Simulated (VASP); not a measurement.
# HPb4 (Im-3m) in VASP: notebook

HPb4 is run at these levels: PBE; tasks: single point, relaxation of cell and atoms.

Program: VASP 6.6.1. These are calculated values, not measurements. Logs are shortened: lines on timing, memory, paths and dates and some standing lists are left out, and cuts for length are marked.

### Step 1. The cell of the first run

Symmetry: Im-3m, No. 229, cubic system. The conventional cell has a = 6.308 Å, b = 6.308 Å, c = 6.308 Å, α = 90.00°, β = 90.00°, γ = 90.00°. H (site symmetry m-3m) has 8 Pb at 2.73 Å within 3.6 Å. Within 3.6 Å of Pb (site symmetry -3m) lie 2 H at 2.73 Å and 6 Pb at 3.15 Å.

### Step 2. Single point, PBE

Input file INCAR:

```
SYSTEM = HPb4
PREC = Accurate ; ENCUT = 520
EDIFF = 1E-7 ; ISMEAR = 0
SIGMA = 0.1 ; LREAL = .FALSE.
LASPH = .TRUE. ; NELM = 60
ALGO = Normal ; ISIF = 2
LWAVE = .FALSE. ; LCHARG = .TRUE.
GGA = PE ; LELF = .TRUE.
LVHAR = .TRUE. ; NBANDS = 36
```

Input file KPOINTS:

```
Automatic mesh
0
G
  4 4 4
  0 0 0
```

Input file POSCAR:

```
HPb4
1.0
   -3.1537922300      3.1537922300      3.1537922300
    3.1537922300     -3.1537922300      3.1537922300
    3.1537922300      3.1537922300     -3.1537922300
H Pb
1 4
Direct
    0.0000000000      0.0000000000      0.0000000000
    0.5000000000      0.5000000000      0.5000000000
    0.5000000000      0.0000000000      0.0000000000
    0.0000000000      0.0000000000      0.5000000000
    0.0000000000      0.5000000000      0.0000000000
```

Potentials or basis: VASP PAW PBE potentials, release 64 (H, Pb_d).

Launch:

```
$ cat potpaw_PBE.64/H/POTCAR potpaw_PBE.64/Pb_d/POTCAR > POTCAR
$ mpirun -np 1 vasp_std > vasp.out
```

OUTCAR:

```text
SYSTEM = HPb4
   PREC = Accurate
   ENCUT = 520
   EDIFF = 1E-7
   ISMEAR = 0
   LREAL = .FALSE.
   LASPH = .TRUE.
   NELM = 60
   ISIF = 2
   GGA = PE

 ion  position               nearest neighbor table
   1  0.000  0.000  0.000-
   2  0.500  0.500  0.500-   3 3.15   4 3.15   5 3.15   3 3.15   5 3.15   4 3.15
   3  0.500  0.000  0.000-   2 3.15   4 3.15   5 3.15   2 3.15   4 3.15   5 3.15
   4  0.000  0.000  0.500-   2 3.15   3 3.15   5 3.15   5 3.15   3 3.15   2 3.15
   5  0.000  0.500  0.000-   2 3.15   3 3.15   4 3.15   4 3.15   2 3.15   3 3.15

  LATTYP: Found a body centered cubic cell.
 ALAT       =     6.3075844600

  Lattice vectors:

 A1 = (  -3.1537922300,   3.1537922300,   3.1537922300)
 A2 = (   3.1537922300,  -3.1537922300,   3.1537922300)
 A3 = (   3.1537922300,   3.1537922300,  -3.1537922300)

Analysis of symmetry for initial positions (statically):
=====================================================================
 Subroutine PRICEL returns:
 Original cell was already a primitive cell.

 Routine SETGRP: Setting up the symmetry group for a
 body centered cubic supercell.

 Subroutine GETGRP returns: Found 48 space group operations
 (whereof 48 operations were pure point group operations)
 out of a pool of 48 trial point group operations.

The static configuration has the point symmetry O_h .

Analysis of symmetry for dynamics (positions and initial velocities):
=====================================================================
 Subroutine PRICEL returns:
 Original cell was already a primitive cell.

 Routine SETGRP: Setting up the symmetry group for a
 body centered cubic supercell.

 Subroutine GETGRP returns: Found 48 space group operations
 (whereof 48 operations were pure point group operations)
 out of a pool of 48 trial point group operations.

The dynamic configuration has the point symmetry O_h .

 Subroutine INISYM returns: Found 48 space group operations
 (whereof 48 operations are pure point group operations),
 and found     1 'primitive' translations

----------------------------------------------------------------------------------------

                                     Primitive cell

  volume of cell :     125.4756

  direct lattice vectors                    reciprocal lattice vectors
    -3.153792230  3.153792230  3.153792230     0.000000000  0.158539296  0.158539296
     3.153792230 -3.153792230  3.153792230     0.158539296  0.000000000  0.158539296
     3.153792230  3.153792230 -3.153792230     0.158539296  0.158539296  0.000000000

  length of vectors
     5.462528379  5.462528379  5.462528379     0.224208423  0.224208423  0.224208423

  position of ions in fractional coordinates (direct lattice)
     0.000000000  0.000000000  0.000000000
     0.500000000  0.500000000  0.500000000
     0.500000000  0.000000000  0.000000000
     0.000000000  0.000000000  0.500000000
     0.000000000  0.500000000  0.000000000

  ion indices of the primitive-cell ions
   primitive index   ion index
                 1           1
                 2           2
                 3           3
                 4           4
                 5           5

----------------------------------------------------------------------------------------

 KPOINTS: Automatic mesh

Automatic generation of k-mesh.
 Grid dimensions read from file:
 generate k-points for:    4    4    4

 Generating k-lattice:

  Cartesian coordinates                     Fractional coordinates (reciprocal lattice)
     0.000000000  0.039634824  0.039634824     0.250000000  0.000000000  0.000000000
     0.039634824  0.000000000  0.039634824     0.000000000  0.250000000  0.000000000
     0.039634824  0.039634824  0.000000000     0.000000000  0.000000000  0.250000000

  Length of vectors
     0.056052106  0.056052106  0.056052106

  Shift w.r.t. Gamma in fractional coordinates (k-lattice)
     0.000000000  0.000000000  0.000000000

 Subroutine IBZKPT returns following result:
 ===========================================

 Found      8 irreducible k-points:

 Following reciprocal coordinates:
            Coordinates               Weight
  0.000000  0.000000  0.000000      1.000000
  0.250000  0.000000  0.000000     12.000000
  0.500000  0.000000  0.000000      6.000000
  0.250000  0.250000  0.000000     24.000000
  0.250000  0.250000  0.250000      2.000000
 -0.250000  0.250000  0.250000      6.000000
  0.500000  0.500000  0.250000     12.000000
  0.500000  0.500000  0.500000      1.000000
   k-points           NKPTS =      8   k-points in BZ     NKDIM =      8   number of bands    NBANDS=     36
   number of dos      NEDOS =    301   number of ions     NIONS =      5
   total plane-waves  NPLWV =  74088
   dimension x,y,z NGX =    42 NGY =   42 NGZ =   42
   dimension x,y,z NGXF=    84 NGYF=   84 NGZF=   84
   ions per type =               1   4
   NGX,Y,Z   is equivalent  to a cutoff of  12.78, 12.78, 12.78 a.u.
   NGXF,Y,Z  is equivalent  to a cutoff of  25.56, 25.56, 25.56 a.u.
 SYSTEM =  HPb4
   PREC   = accura    normal or accurate (medium, high low for compatibility)
   ISTART =      0    job   : 0-new  1-cont  2-samecut
   ICHARG =      2    charge: 1-file 2-atom 10-const
   ISPIN  =      1    spin polarized calculation?
   LNONCOLLINEAR =      F non collinear calculations
   LSORBIT =      F    spin-orbit coupling
   LASPH  =      T    aspherical Exc in radial PAW
   ENCUT  =  520.0 eV  38.22 Ry    6.18 a.u.  10.16 10.16 10.16*2*pi/ulx,y,z
   NELM   =     60;   NELMIN=  2; NELMDL= -5     # of ELM steps
   EDIFF  = 0.1E-06   stopping-criterion for ELM
   LREAL  =      F    real-space projection
   EDIFFG = 0.1E-05   stopping-criterion for IOM
   NSW    =      0    number of steps for IOM
   IBRION =     -1    ionic relax: 0-MD 1-quasi-New 2-CG
   NFREE  =      0    steps in history (QN), initial steepest desc. (CG)
   ISIF   =      2    stress and relaxation
   ISYM   =      2    0-nonsym 1-usesym 2-fastsym
   POTIM  = 0.5000    time-step for ionic-motion
   TEBEG  =    0.0;   TEEND  =   0.0 temperature during run
   PSTRESS=    0.0 pullay stress
   NELECT =      57.0000    total number of electrons
   NUPDOWN=      -1.0000    fix difference up-down
   EMIN   =  10.00;   EMAX   =-10.00  energy-range for DOS
   EFERMI =   0.00;   METHOD = LEGACY
   ISMEAR =     0;   SIGMA  =   0.10  broadening in eV -4-tet -1-fermi 0-gaus
   EFERMI_NEDOS =   21; number of points for ismear=-14 and -15
   IALGO  =     38    algorithm
   IMIX   =      4    mixing-type and parameters
     AMIX     =   0.40;   BMIX     =  1.00
     AMIX_MAG =   1.60;   BMIX_MAG =  1.00
  volume/ion in A,a.u.               =      25.10       169.35
  Fermi-wavevector in a.u.,A,eV,Ry     =   1.258481  2.378184 21.548564  1.583775
  Thomas-Fermi vector in A             =   2.392089
   LORBIT       =      0    0 simple, 1 ext, 2 COOP (PROOUT), +10 PAW based schemes
   GGA     = PE    functional components
   LHFCALC =     F    Hartree Fock is set to
   AEXX    =    0.0000 exact exchange contribution
   IVDW    =     0    specifies the selected vdW correction
   LEPSILON=     F    determine dielectric tensor
   LRPA    =     F    only Hartree local field effects (RPA)
 non-spin polarized calculation
 Gauss-broadening in eV      SIGMA  =   0.10
  energy-cutoff  :      520.00
  volume of cell :      125.48
 maximum number of plane-waves:      3408
 NGX is ok and might be reduce to    42
   NGX = 21   NGY = 21   NGZ = 21

 number of electron      56.9999974 magnetization

 Free energy of the ion-electron system (eV)
  ---------------------------------------------------
  ext. energy  EPLUGINS =         0.00000000
  ---------------------------------------------------
  free energy    TOTEN  =       -15.58282333 eV

  energy without entropy =      -15.56166486  energy(sigma->0) =      -15.57224410

 E-fermi :   6.7372     XC(G=0): -10.0797

 val. band max:        6.4010872918   @ k =   0.2500   0.0000   0.0000
 cond. band min:       6.7371748366   @ k =   0.2500   0.2500   0.0000
 fundamental gap:      0.3360875448
 Fermi energy:         6.7371740212

 k-point     1 :       0.0000    0.0000    0.0000
  band No.  band energies     occupation
      1     -10.5330      2.00000
      2     -10.5330      2.00000
      3     -10.3231      2.00000
      4     -10.2886      2.00000
      5     -10.2886      2.00000
      6     -10.2630      2.00000
[... 28 lines left out ...]
     35      11.8680      0.00000
     36      11.8680      0.00000

 k-point     2 :       0.2500    0.0000    0.0000
  band No.  band energies     occupation
      1     -10.4875      2.00000
      2     -10.4136      2.00000
      3     -10.2977      2.00000
      4     -10.2673      2.00000
      5     -10.2438      2.00000
      6     -10.2176      2.00000
[... 28 lines left out ...]
     35      11.8789      0.00000
     36      12.4305      0.00000

 k-point     3 :       0.5000    0.0000    0.0000
  band No.  band energies     occupation
      1     -10.3877      2.00000
      2     -10.3869      2.00000
      3     -10.1604      2.00000
      4     -10.1460      2.00000
      5     -10.1388      2.00000
      6     -10.1322      2.00000
[... 28 lines left out ...]
     35      10.1185      0.00000
     36      13.4541      0.00000

 k-point     4 :       0.2500    0.2500    0.0000
  band No.  band energies     occupation
      1     -10.3950      2.00000
      2     -10.2673      2.00000
      3     -10.2668      2.00000
      4     -10.2215      2.00000
      5     -10.2005      2.00000
      6     -10.1282      2.00000
[... 28 lines left out ...]
     35      11.2069      0.00000
     36      12.5046      0.00000

 k-point     5 :       0.2500    0.2500    0.2500
  band No.  band energies     occupation
      1     -10.0972      2.00000
      2     -10.0972      2.00000
      3     -10.0962      2.00000
      4     -10.0962      2.00000
      5     -10.0962      2.00000
      6     -10.0901      2.00000
[... 28 lines left out ...]
     35       8.3876      0.00000
     36       8.3876      0.00000

 k-point     6 :      -0.2500    0.2500    0.2500
  band No.  band energies     occupation
      1     -10.5132      2.00000
      2     -10.3419      2.00000
      3     -10.3419      2.00000
      4     -10.2847      2.00000
      5     -10.2700      2.00000
      6     -10.1684      2.00000
[... 28 lines left out ...]
     35      12.9214      0.00000
     36      12.9216      0.00000

 k-point     7 :       0.5000    0.5000    0.2500
  band No.  band energies     occupation
      1     -10.4458      2.00000
      2     -10.4455      2.00000
      3     -10.3760      2.00000
      4     -10.2263      2.00000
      5     -10.2176      2.00000
      6     -10.1797      2.00000
[... 28 lines left out ...]
     35      12.5433      0.00000
     36      13.4069      0.00000

 k-point     8 :       0.5000    0.5000    0.5000
  band No.  band energies     occupation
      1     -10.4934      2.00000
      2     -10.4934      2.00000
      3     -10.4934      2.00000
      4     -10.2516      2.00000
      5     -10.2516      2.00000
      6     -10.2516      2.00000
[... 28 lines left out ...]
     35      14.4543      0.00000
     36      14.4855      0.00000

------------------------ aborting loop because EDIFF is reached ----------------------------------------

  FORCE on cell =-STRESS in cart. coord.  units (eV):
  Direction    XX          YY          ZZ          XY          YZ          ZX
  --------------------------------------------------------------------------------------
  -------------------------------------------------------------------------------------
  Total        3.9683239      3.9683239      3.9683239      0.0000000     -0.0000000      0.0000000
  in kB       50.6708822     50.6708822     50.6708822      0.0000000     -0.0000000      0.0000000
  external PRESSURE =      50.6708822 kB  Pullay stress =       0.0000000 kB

 VOLUME and BASIS-vectors are now :
 -----------------------------------------------------------------------------
  energy-cutoff  :      520.00
  volume of cell :      125.48
      direct lattice vectors                 reciprocal lattice vectors
    -3.153792230  3.153792230  3.153792230     0.000000000  0.158539296  0.158539296
     3.153792230 -3.153792230  3.153792230     0.158539296  0.000000000  0.158539296
     3.153792230  3.153792230 -3.153792230     0.158539296  0.158539296  0.000000000

 POSITION                                       TOTAL-FORCE (eV/Angst)
 -----------------------------------------------------------------------------------
      0.00000      0.00000      0.00000        -0.000000     -0.000000      0.000000
      1.57690      1.57690      1.57690        -0.000000      0.000000     -0.000000
     -1.57690      1.57690      1.57690         0.000000      0.000000      0.000000
      1.57690      1.57690     -1.57690         0.000000     -0.000000      0.000000
      1.57690     -1.57690      1.57690        -0.000000     -0.000000     -0.000000
 -----------------------------------------------------------------------------------
    total drift:                               -0.000000     -0.000000      0.000000

  FREE ENERGIE OF THE ION-ELECTRON SYSTEM (eV)
  ---------------------------------------------------
  free  energy   TOTEN  =       -15.5828233349 eV

  energy  without entropy=      -15.5616648565  energy(sigma->0) =      -15.57224410
```

Run time: 37 s. Hardware: 1 thread of Intel Xeon Platinum 8488C (Sapphire Rapids), shared host; peak memory 0.25 GiB.

Results:

- Free energy: -15.5828 eV
- Pressure: 5.1 GPa

Caveat: spin-orbit coupling is left out, which moves the levels of the heavy elements.

### Step 3. Single point, PBE

This run uses another cell than the first one, of 28.04 Å³/atom, 1.117 times its volume.

Input file INCAR:

```
SYSTEM = HPb4
ALGO = Normal
EDIFF = 1E-7
ENCUT = 520
GGA = PE
ISIF = 2
ISMEAR = 0
LASPH = .TRUE.
LCHARG = .FALSE.
LREAL = .FALSE.
LWAVE = .FALSE.
NBANDS = 36
NELM = 60
PREC = Accurate
SIGMA = 0.1
```

Input file KPOINTS:

```
k-points
0
G
  4 4 4
  0 0 0
```

Changes to POSCAR since step 2:

```diff
@@ -2,5 +2,5 @@
 1.0
-   -3.1537922300      3.1537922300      3.1537922300
-    3.1537922300     -3.1537922300      3.1537922300
-    3.1537922300      3.1537922300     -3.1537922300
+   -3.2724841299      3.2724841299      3.2724841299
+    3.2724841299     -3.2724841299      3.2724841299
+    3.2724841299      3.2724841299     -3.2724841299
 H Pb
```

Potentials or basis: VASP PAW PBE potentials, release 64 (H, Pb_d).

Launch:

```
$ cat potpaw_PBE.64/H/POTCAR potpaw_PBE.64/Pb_d/POTCAR > POTCAR
$ mpirun -np 1 vasp_std > vasp.out
```

It took 31 s on 1 thread of Intel Xeon Platinum 8488C (Sapphire Rapids), shared host; peak memory 0.26 GiB.

The run converged. Its results:

```yaml
Free_energy: -15.7836 eV
Pressure: -0.3 GPa
```

Levels at points of the mesh, in eV from the Fermi level:
| k point | band 25 | band 26 | band 27 | band 28 | band 29 | band 30 | band 31 | band 32 |
| --- | --- | --- | --- | --- | --- | --- | --- | --- |
| (0.00, 0.00, 0.00) | -1.81 | -1.76 | -1.76 | -1.76 | -1.62 | -1.62 | -1.62 | 3.61 |
| (0.50, 0.00, 0.00) | -3.33 | -2.08 | -0.82 | 0.50 | 0.57 | 0.64 | 2.71 | 2.73 |
| (0.50, 0.50, 0.50) | -4.27 | -3.68 | -3.68 | 0.32 | 0.32 | 0.32 | 2.08 | 6.15 |

Caveat: spin-orbit coupling is left out, which moves the levels of the heavy elements.

(Continued in part 2 of 2.)
